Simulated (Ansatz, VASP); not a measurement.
SiO2: VASP beside Ansatz

Contents of POSCAR:

```
SiO2
1.0
    0.0000000000      2.2641691178      2.2641691178
    2.2641691178      0.0000000000      2.2641691178
    2.2641691178      2.2641691178      0.0000000000
Si O
1 2
Direct
    0.0000000000      0.0000000000      0.0000000000
    0.2500000000      0.2500000000      0.2500000000
    0.7500000000      0.7500000000      0.7500000000
```

File INCAR.step1:

```
SYSTEM = SiO2
PREC = Accurate ; ENCUT = 520
ISMEAR = 0 ; SIGMA = 0.01
LREAL = .FALSE. ; LASPH = .TRUE.
NELM = 80 ; NBANDS = 15
GGA = PE ; ALGO = Normal
EDIFF = 1E-4 ; LWAVE = .TRUE.
LCHARG = .FALSE.
```

Contents of INCAR.step2:

```
SYSTEM = SiO2
PREC = Accurate ; ENCUT = 520
EDIFF = 1E-6 ; ISMEAR = 0
SIGMA = 0.01 ; LREAL = .FALSE.
LASPH = .TRUE. ; NELM = 80
ALGO = Normal ; ISIF = 2
LWAVE = .FALSE. ; LCHARG = .TRUE.
METAGGA = R2SCAN ; LMIXTAU = .TRUE.
LELF = .TRUE. ; LVHAR = .TRUE.
NBANDS = 15 ; ISTART = 1
```

Contents of KPOINTS:

```
Automatic mesh
0
G
  10 10 10
  0 0 0
```

Input for Ansatz:

```yaml
crystal:
  lattice:
    - [0.0, 2.2641691178, 2.2641691178]
    - [2.2641691178, 0.0, 2.2641691178]
    - [2.2641691178, 2.2641691178, 0.0]
  atoms:
    - { symbol: Si, position: [0.0, 0.0, 0.0] }
    - { symbol: O, position: [0.25, 0.25, 0.25] }
    - { symbol: O, position: [0.75, 0.75, 0.75] }
kpoints:
  mp_grid: { grid: [10, 10, 10] }
  band_path:
    path:
      - [0.0, 0.0, 0.0]
      - [0.5, 0.0, 0.5]
      - [0.625, 0.25, 0.625]
      - [0.375, 0.375, 0.75]
      - [0.5, 0.5, 0.5]
      - [0.5, 0.25, 0.75]
      - [0.0, 0.5, 0.5]
    npoints: 1
hamiltonian:
  xc: r2scan
scf:
  occupations: { method: fixed }
  n_extra_bands: 4
output:
  forces: true
  stress: true
  eigenvalues: true
  write_density: true
  write_potential: true
  elf: true
  volumetric_format: npy
```

Alike in both runs: task single point; functional r2SCAN; k mesh 10 × 10 × 10; no spin polarisation.

```csv
,VASP,Ansatz
version,VASP 6.6.1,Ansatz 0.2.0
potentials or method,"VASP PAW PBE potentials, release 64 (Si, O)","plane waves, PAW"
plane-wave cutoff (eV),520,500
occupations,"gaussian, width 0.01 eV",fixed
valence electrons in the cell,16,16
```

```tsv
	VASP	Ansatz	Ansatz less VASP
gap on the k mesh at the Fermi level (eV)	2.68	2.71	+0.034
pressure (GPa)	0.6	0.0	-0.54
```

VASP's potentials were made for PBE, not for r2SCAN.
